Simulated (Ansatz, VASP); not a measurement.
**One calculation of BeTe, two programs**

Contents of INCAR:

```
PREC = Accurate
ENCUT = 600
EDIFF = 1E-6
ISMEAR = 0
SIGMA = 0.1
LREAL = False
LASPH = True
NELM = 120
ALGO = Normal
ISIF = 2
LWAVE = False
LCHARG = True
GGA = B5
ALDAX = 1.0
AGGAX = 1.0
AGGAC = 1.0
ALDAC = 0.0
LELF = True
LVHAR = True
NBANDS = 11
GGA_COMPAT = False
```

Contents of KPOINTS:

```
regular mesh
0
Gamma
  4 4 4
```

The input POSCAR:

```
BeTe
1.0
    0.0000000000      2.8314587876      2.8314587876
    2.8314587876      0.0000000000      2.8314587876
    2.8314587876      2.8314587876      0.0000000000
Be Te
1 1
Direct
    0.0000000000      0.0000000000      0.0000000000
    0.7500000000      0.7500000000      0.7500000000
```

Input for Ansatz:

```yaml
crystal:
  lattice:
    - [0.0, 2.8314587876, 2.8314587876]
    - [2.8314587876, 0.0, 2.8314587876]
    - [2.8314587876, 2.8314587876, 0.0]
  atoms:
    - { symbol: Be, position: [0.0, 0.0, 0.0] }
    - { symbol: Te, position: [0.75, 0.75, 0.75] }
basis:
  ecutwfc: 420
kpoints:
  mp_grid: { grid: [4, 4, 4] }
hamiltonian:
  xc: blyp
scf:
  occupations: { method: gaussian, width: 0.1 }
  max_iter: 76
output:
  forces: true
  stress: true
  eigenvalues: true
```

Alike in both runs: task single point; functional BLYP; k mesh 4 × 4 × 4; occupations gaussian, width 0.1 eV; no spin polarisation.

|  | VASP | Ansatz |
| --- | --- | --- |
| version | VASP 6.6.1 | Ansatz 0.2.0 |
| potentials or method | VASP PAW PBE potentials, release 64 (Be, Te), cutoff 600 eV | scalar-relativistic, plane waves, PAW |
| valence electrons in the cell | 8 | 18 |

```csv
,VASP,Ansatz,Ansatz less VASP
gap on the k mesh at the Fermi level (eV),2.26,2.27,+0.012
least direct gap on the mesh (eV),3.72,3.74,+0.021
pressure (GPa),3.2,2.9,-0.26
```

VASP's potentials were made for PBE, not for BLYP. With one functional, cell and mesh, what is left measures potentials, basis and numerics. VASP's potentials hold 8 valence electrons a cell and Ansatz's 18, so a difference there can come from the potentials and not from the codes.

The k mesh is coarse, so the values compare programs but aren't converged. Spin-orbit coupling is off throughout.
